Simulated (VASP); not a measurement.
Si: relaxation of cell and atoms with r2SCAN

Crystal: Si.

```
Si
1.0
     0.00000    2.72211    2.72211
     2.72211    0.00000    2.72211
     2.72211    2.72211    0.00000
Si
2
Direct
  0.50171 0.48544 0.50358
  0.74829 0.76456 0.74642
```

```
Program                : VASP 6.6.1
Task                   : relaxation of cell and atoms
Functional             : r2SCAN
Potentials or basis    : VASP PAW PBE potentials, release 64 (Si)
Cutoff                 : 600 eV
k mesh                 : 8 × 8 × 8
Occupations            : gaussian, width 0.05 eV
Spin                   : no spin polarisation
Dipole correction      : no
Further INCAR settings : ALGO = Normal; EDIFF = 1e-07; IBRION = 2; EDIFFG = -0.01; NSW = 100; ISIF = 3
```

- Relaxed volume: 20.13 Å³/atom
- Relaxed cell: a = 3.847 Å, b = 3.847 Å, c = 3.847 Å, α = 60.01°, β = 60.00°, γ = 60.01°
- Space group after relaxing (to 0.1 Å): Fd-3m (No. 227)
- Energy gained by relaxing: 34.4 meV/atom
- Ionic steps: 9
- Pressure after relaxing: 0.0 GPa
- Largest force after relaxing: 0.009 eV/Å
- Band gap on the k mesh: 0.82 eV (least direct gap 2.75 eV)

Forces in eV/Å, atoms in the order of the input:
```
Si  -0.005  0.005 -0.005
Si   0.005 -0.005  0.005
```

The path:
| step | energy change (eV) | largest force (eV/Å) | pressure (GPa) | volume (Å³) |
| --- | --- | --- | --- | --- |
| 1 | 0.0000 | 1.4770 | 0.14 | 40.34 |
| 2 | -0.0067 | 0.9371 | 0.21 | 40.42 |
| 3 | -0.0618 | 0.1617 | -0.35 | 40.39 |
| 4 | -0.0618 | 0.1788 | -0.35 | 40.39 |
| 5 | -0.0678 | 0.0647 | 0.23 | 40.15 |
| 6 | -0.0679 | 0.0848 | 0.33 | 40.11 |
| 7 | -0.0686 | 0.0455 | -0.09 | 40.28 |
| 8 | -0.0688 | 0.0167 | 0.04 | 40.23 |
| 9 | -0.0688 | 0.0086 | -0.03 | 40.26 |

Final structure:
```yaml
crystal:
  lattice:
    - [-0.00028, 2.72010, 2.71985]
    - [2.72022, -0.00065, 2.72010]
    - [2.71991, 2.72007, -0.00025]
  atoms:
    - { symbol: Si, position: [0.49996, 0.50008, 0.49997] }
    - { symbol: Si, position: [0.75004, 0.74992, 0.75003] }
```

Levels at points of the mesh, in eV from the valence-band top:
```tsv
k point	band 1	band 2	band 3	band 4	band 5	band 6	band 7	band 8
(0.00, 0.00, 0.00)	-12.49	0.00	0.00	0.00	2.75	2.75	2.76	3.92
(0.50, 0.00, 0.00)	-10.05	-7.25	-1.27	-1.27	1.86	3.58	3.59	8.33
(0.00, 0.50, 0.00)	-10.05	-7.24	-1.27	-1.27	1.86	3.59	3.59	8.33
(0.00, 0.00, 0.50)	-10.05	-7.25	-1.27	-1.27	1.86	3.58	3.59	8.33
(0.50, 0.50, 0.50)	-10.05	-7.24	-1.27	-1.27	1.86	3.58	3.59	8.33
(0.50, 0.50, 0.00)	-8.14	-8.14	-3.00	-3.00	0.93	0.93	10.83	10.83
(0.00, 0.50, 0.50)	-8.14	-8.14	-3.00	-3.00	0.93	0.93	10.83	10.83
(0.50, 0.00, 0.50)	-8.14	-8.14	-3.00	-3.00	0.93	0.93	10.83	10.83
```

Wall time 13 min on 1 thread of Intel(R) Xeon(R) 6975P-C (Granite Rapids) (shared host), peak memory 0.24 GiB.

Caveat: the PAW data sets were made with another functional, which shifts forces and pressure a little. A k mesh can miss the band edges.
